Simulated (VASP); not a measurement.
# MgS (P4/mmm) in VASP: further runs

Runs on MgS. Level: PBE. Tasks: single point, relaxation of cell and atoms.

Program: VASP 6.6.1. These are calculated values, not measurements. Logs are shortened: lines on timing, memory, paths and dates and some standing lists are left out, and cuts for length are marked.

## (1) The cell of the first run

Symmetry: P4/mmm, No. 123, tetragonal system. Conventional cell: a = 3.120 Å, b = 3.120 Å, c = 4.230 Å, α = 90.00°, β = 90.00°, γ = 90.00°. Mg (site symmetry 4/mmm) has 8 S at 3.06 Å and 4 Mg at 3.12 Å within 4.0 Å. S (site symmetry 4/mmm) has 8 Mg at 3.06 Å and 4 S at 3.12 Å within 4.0 Å.

## (2) Single point, PBE

The input, INCAR:

```
ALGO = Normal
EDIFF = 1E-7
ENCUT = 520
GGA = PE
ISIF = 2
ISMEAR = 0
LASPH = T
LCHARG = F
LREAL = F
LWAVE = F
NBANDS = 11
NELM = 80
PREC = Accurate
SIGMA = 0.1
```

The input, KPOINTS:

```
k-points
0
Gamma
  6 6 4
```

The input, POSCAR:

```
MgS
1.0
    3.1198067000      0.0000000000      0.0000000000
    0.0000000000      3.1198067000      0.0000000000
    0.0000000000      0.0000000000      4.2301085700
Mg S
1 1
Direct
    0.0000000000      0.0000000000      0.0000000000
    0.5000000000      0.5000000000      0.5000000000
```

Potentials or basis: VASP PAW PBE potentials, release 64 (Mg, S).

Started as:

```
cat potpaw_PBE.64/Mg/POTCAR potpaw_PBE.64/S/POTCAR > POTCAR
mpirun -np 1 vasp_std > vasp.out
```

OUTCAR:

```text
EDIFF = 1E-7
   ENCUT = 520
   GGA = PE
   ISIF = 2
   ISMEAR = 0
   LASPH = T
   LREAL = F
   NELM = 80
   PREC = Accurate

 ion  position               nearest neighbor table
   1  0.000  0.000  0.000-   2 3.06   2 3.06   2 3.06   2 3.06   2 3.06   2 3.06   2 3.06   2 3.06

   2  0.500  0.500  0.500-   1 3.06   1 3.06   1 3.06   1 3.06   1 3.06   1 3.06   1 3.06   1 3.06

  LATTYP: Found a simple tetragonal cell.
 ALAT       =     3.1198067000
 C/A-ratio  =     1.3558880331

  Lattice vectors:

 A1 = (   3.1198067000,   0.0000000000,   0.0000000000)
 A2 = (   0.0000000000,   3.1198067000,   0.0000000000)
 A3 = (   0.0000000000,   0.0000000000,   4.2301085700)

Analysis of symmetry for initial positions (statically):
=====================================================================
 Subroutine PRICEL returns:
 Original cell was already a primitive cell.

 Routine SETGRP: Setting up the symmetry group for a
 simple tetragonal supercell.

 Subroutine GETGRP returns: Found 16 space group operations
 (whereof 16 operations were pure point group operations)
 out of a pool of 16 trial point group operations.

The static configuration has the point symmetry D_4h.

Analysis of symmetry for dynamics (positions and initial velocities):
=====================================================================
 Subroutine PRICEL returns:
 Original cell was already a primitive cell.

 Routine SETGRP: Setting up the symmetry group for a
 simple tetragonal supercell.

 Subroutine GETGRP returns: Found 16 space group operations
 (whereof 16 operations were pure point group operations)
 out of a pool of 16 trial point group operations.

The dynamic configuration has the point symmetry D_4h.

 Subroutine INISYM returns: Found 16 space group operations
 (whereof 16 operations are pure point group operations),
 and found     1 'primitive' translations

----------------------------------------------------------------------------------------

                                     Primitive cell

  volume of cell :      41.1725

  direct lattice vectors                    reciprocal lattice vectors
     3.119806700  0.000000000  0.000000000     0.320532679  0.000000000  0.000000000
     0.000000000  3.119806700  0.000000000     0.000000000  0.320532679  0.000000000
     0.000000000  0.000000000  4.230108570     0.000000000  0.000000000  0.236400552

  length of vectors
     3.119806700  3.119806700  4.230108570     0.320532679  0.320532679  0.236400552

  position of ions in fractional coordinates (direct lattice)
     0.000000000  0.000000000  0.000000000
     0.500000000  0.500000000  0.500000000

  ion indices of the primitive-cell ions
   primitive index   ion index
                 1           1
                 2           2

----------------------------------------------------------------------------------------

 KPOINTS: k-points

Automatic generation of k-mesh.
 Grid dimensions read from file:
 generate k-points for:    6    6    4

 Generating k-lattice:

  Cartesian coordinates                     Fractional coordinates (reciprocal lattice)
     0.053422113  0.000000000  0.000000000     0.166666667  0.000000000  0.000000000
     0.000000000  0.053422113  0.000000000     0.000000000  0.166666667  0.000000000
     0.000000000  0.000000000  0.059100138     0.000000000  0.000000000  0.250000000

  Length of vectors
     0.053422113  0.053422113  0.059100138

  Shift w.r.t. Gamma in fractional coordinates (k-lattice)
     0.000000000  0.000000000  0.000000000

 Subroutine IBZKPT returns following result:
 ===========================================

 Found     30 irreducible k-points:

 Following reciprocal coordinates:
            Coordinates               Weight
  0.000000  0.000000  0.000000      1.000000
  0.166667  0.000000  0.000000      4.000000
  0.333333  0.000000  0.000000      4.000000
  0.500000  0.000000  0.000000      2.000000
  0.166667  0.166667  0.000000      4.000000
  0.333333  0.166667  0.000000      8.000000
[... 16 lines left out ...]
  0.333333  0.000000  0.500000      4.000000
  0.500000  0.000000  0.500000      2.000000
 [... further k-points ...]
   k-points           NKPTS =     30   k-points in BZ     NKDIM =     30   number of bands    NBANDS=     11
   number of dos      NEDOS =    301   number of ions     NIONS =      2
   total plane-waves  NPLWV =  18432
   dimension x,y,z NGX =    24 NGY =   24 NGZ =   32
   dimension x,y,z NGXF=    48 NGYF=   48 NGZF=   64
   ions per type =               1   1
   NGX,Y,Z   is equivalent  to a cutoff of  12.79, 12.79, 12.58 a.u.
   NGXF,Y,Z  is equivalent  to a cutoff of  25.58, 25.58, 25.15 a.u.
 SYSTEM =  unknown system
   PREC   = accura    normal or accurate (medium, high low for compatibility)
   ISTART =      0    job   : 0-new  1-cont  2-samecut
   ICHARG =      2    charge: 1-file 2-atom 10-const
   ISPIN  =      1    spin polarized calculation?
   LNONCOLLINEAR =      F non collinear calculations
   LSORBIT =      F    spin-orbit coupling
   LASPH  =      T    aspherical Exc in radial PAW
   ENCUT  =  520.0 eV  38.22 Ry    6.18 a.u.   5.80  5.80  7.87*2*pi/ulx,y,z
   NELM   =     80;   NELMIN=  2; NELMDL= -5     # of ELM steps
   EDIFF  = 0.1E-06   stopping-criterion for ELM
   LREAL  =      F    real-space projection
   EDIFFG = 0.1E-05   stopping-criterion for IOM
   NSW    =      0    number of steps for IOM
   IBRION =     -1    ionic relax: 0-MD 1-quasi-New 2-CG
   NFREE  =      0    steps in history (QN), initial steepest desc. (CG)
   ISIF   =      2    stress and relaxation
   ISYM   =      2    0-nonsym 1-usesym 2-fastsym
   POTIM  = 0.5000    time-step for ionic-motion
   TEBEG  =    0.0;   TEEND  =   0.0 temperature during run
   PSTRESS=    0.0 pullay stress
   NELECT =       8.0000    total number of electrons
   NUPDOWN=      -1.0000    fix difference up-down
   EMIN   =  10.00;   EMAX   =-10.00  energy-range for DOS
   EFERMI =   0.00;   METHOD = LEGACY
   ISMEAR =     0;   SIGMA  =   0.10  broadening in eV -4-tet -1-fermi 0-gaus
   EFERMI_NEDOS =   21; number of points for ismear=-14 and -15
   IALGO  =     38    algorithm
   IMIX   =      4    mixing-type and parameters
     AMIX     =   0.40;   BMIX     =  1.00
     AMIX_MAG =   1.60;   BMIX_MAG =  1.00
  volume/ion in A,a.u.               =      20.59       138.92
  Fermi-wavevector in a.u.,A,eV,Ry     =   0.948206  1.791849 12.232915  0.899094
  Thomas-Fermi vector in A             =   2.076372
   LORBIT       =      0    0 simple, 1 ext, 2 COOP (PROOUT), +10 PAW based schemes
   GGA     = PE    functional components
   LHFCALC =     F    Hartree Fock is set to
   AEXX    =    0.0000 exact exchange contribution
   IVDW    =     0    specifies the selected vdW correction
   LEPSILON=     F    determine dielectric tensor
   LRPA    =     F    only Hartree local field effects (RPA)
 non-spin polarized calculation
 Gauss-broadening in eV      SIGMA  =   0.10
  energy-cutoff  :      520.00
  volume of cell :       41.17
 maximum number of plane-waves:      1124
 NGX is ok and might be reduce to    24
   NGX = 11   NGY = 11   NGZ = 15

 number of electron       8.0000002 magnetization

 Free energy of the ion-electron system (eV)
  ---------------------------------------------------
  ext. energy  EPLUGINS =         0.00000000
  ---------------------------------------------------
  free energy    TOTEN  =        -6.10796933 eV

  energy without entropy =       -6.10443498  energy(sigma->0) =       -6.10620215

 E-fermi :   4.5330     XC(G=0):  -9.2418

 val. band max:        4.4240832288   @ k =   0.1667   0.0000   0.5000
 cond. band min:       4.6019597482   @ k =   0.3333   0.0000   0.5000
 fundamental gap:      0.1778765194
 Fermi energy:         4.5329522053

 k-point     1 :       0.0000    0.0000    0.0000
  band No.  band energies     occupation
      1      -9.3402      2.00000
      2       0.4761      2.00000
      3       1.9447      2.00000
      4       4.1119      2.00000
      5       4.1119      2.00000
      6       9.6923      0.00000
      7      10.1922      0.00000
      8      13.1797      0.00000
      9      15.4640      0.00000
     10      15.4640      0.00000
     11      16.0163      0.00000

 k-point     2 :       0.1667    0.0000    0.0000
  band No.  band energies     occupation
      1      -9.0859      2.00000
      2       0.7325      2.00000
      3       1.5512      2.00000
      4       3.1771      2.00000
      5       4.2763      1.99972
      6      10.2585      0.00000
      7      10.8191      0.00000
      8      11.5093      0.00000
      9      14.5748      0.00000
     10      15.4124      0.00000
     11      16.2691      0.00000

 k-point     3 :       0.3333    0.0000    0.0000
  band No.  band energies     occupation
      1      -8.4712      2.00000
      2      -0.4655      2.00000
      3       1.3602      2.00000
      4       3.9529      2.00000
      5       4.6434      0.11816
      6       8.6542      0.00000
      7       9.1096      0.00000
      8      11.5273      0.00000
      9      14.7122      0.00000
     10      15.9091      0.00000
     11      16.8396      0.00000

 k-point     4 :       0.5000    0.0000    0.0000
  band No.  band energies     occupation
      1      -8.0785      2.00000
      2      -1.4739      2.00000
      3       1.7698      2.00000
      4       4.8516      0.00001
      5       5.1511      0.00000
      6       6.8747      0.00000
      7       8.0397      0.00000
      8      12.7225      0.00000
      9      14.1198      0.00000
     10      14.4469      0.00000
     11      17.2655      0.00000
[... 239 lines left out ...]
 k-point    22 :       0.1667    0.0000    0.5000
  band No.  band energies     occupation
      1      -8.7877      2.00000
      2      -2.1106      2.00000
      3       2.5402      2.00000
      4       4.4241      1.87635
      5       6.8996      0.00000
      6       9.7164      0.00000
      7       9.7675      0.00000
      8      12.9612      0.00000
      9      13.0094      0.00000
     10      14.1402      0.00000
     11      14.4130      0.00000

 k-point    23 :       0.3333    0.0000    0.5000
  band No.  band energies     occupation
      1      -8.2283      2.00000
      2      -1.1000      2.00000
      3       0.2313      2.00000
      4       4.6020      0.32911
      5       4.7807      0.00046
      6       9.2786      0.00000
      7      11.1060      0.00000
      8      13.9220      0.00000
      9      13.9880      0.00000
     10      15.0501      0.00000
     11      15.8366      0.00000

 k-point    24 :       0.5000    0.0000    0.5000
  band No.  band energies     occupation
      1      -7.8805      2.00000
      2      -0.7589      2.00000
      3      -0.2255      2.00000
      4       3.0930      2.00000
      5       4.9815      0.00000
      6       9.4358      0.00000
      7      12.5604      0.00000
      8      13.0250      0.00000
      9      14.8851      0.00000
     10      15.0436      0.00000
     11      15.1912      0.00000

 [... further k-points ...]
[... 5 lines left out ...]
  --------------------------------------------------------------------------------------
  -------------------------------------------------------------------------------------
  Total        1.0318704      1.0318704     -6.3237056      0.0000000      0.0000000      0.0000000
  in kB       40.1540040     40.1540040   -246.0794441      0.0000000      0.0000000      0.0000000
  external PRESSURE =     -55.2571453 kB  Pullay stress =       0.0000000 kB

 VOLUME and BASIS-vectors are now :
 -----------------------------------------------------------------------------
  energy-cutoff  :      520.00
  volume of cell :       41.17
      direct lattice vectors                 reciprocal lattice vectors
     3.119806700  0.000000000  0.000000000     0.320532679  0.000000000  0.000000000
     0.000000000  3.119806700  0.000000000     0.000000000  0.320532679  0.000000000
     0.000000000  0.000000000  4.230108570     0.000000000  0.000000000  0.236400552

 POSITION                                       TOTAL-FORCE (eV/Angst)
 -----------------------------------------------------------------------------------
      0.00000      0.00000      0.00000         0.000000      0.000000      0.000000
      1.55990      1.55990      2.11505         0.000000      0.000000      0.000000
 -----------------------------------------------------------------------------------
    total drift:                               -0.000000     -0.000000     -0.000000

  FREE ENERGIE OF THE ION-ELECTRON SYSTEM (eV)
  ---------------------------------------------------
  free  energy   TOTEN  =        -6.1079693307 eV

  energy  without entropy=       -6.1044349793  energy(sigma->0) =       -6.10620215
```

It took 11 s on 1 thread of Intel Xeon 8259CL, shared host; peak memory 0.15 GiB.

Results:

| Item | Value |
| --- | --- |
| Free energy | -6.1080 eV |
| Pressure | -5.5 GPa |
| Band gap on the k mesh | zero (band 4 reaches 4.85 eV, above the bottom of band 5 at 3.58 eV) |

Stress tensor (GPa, compression positive):
```
  4.02   0.00   0.00
  0.00   4.02   0.00
  0.00   0.00 -24.61
```

Caveat: the k points lie up to 0.37 Å⁻¹ apart.

(Part 1 of 2 ends here.)
